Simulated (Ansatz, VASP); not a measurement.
## BP: VASP beside Ansatz

```xyz
2
Lattice="0.0000 2.2530 2.2530 2.2530 0.0000 2.2530 2.2530 2.2530 0.0000" Properties=species:S:1:pos:R:3 pbc="T T T"
B     0.0000    0.0000    0.0000
P     1.1265    1.1265    1.1265
```

Alike in both runs: task relaxation of the atoms; functional r2SCAN; k mesh 10 × 10 × 10; occupations fermi-dirac, width 0.02 eV; no spin polarisation.

|  | VASP | Ansatz |
| --- | --- | --- |
| version | VASP 6.6.1 | Ansatz 0.2.0 |
| potentials or method | VASP PAW PBE potentials, release 64 (B, P), cutoff 520 eV | PAW plane waves |
| valence electrons in the cell | 8 | 8 |

```csv
,VASP,Ansatz,Ansatz less VASP
"gap on the k mesh at the Fermi level, each at its own relaxed structure (eV)",1.42,1.39,-0.031
```

VASP's potentials were made for PBE, not for r2SCAN. Ansatz's warnings: stress scf threshold loose.

Noted on VASP's run: the relaxation stopped at its first step, so nothing moved.
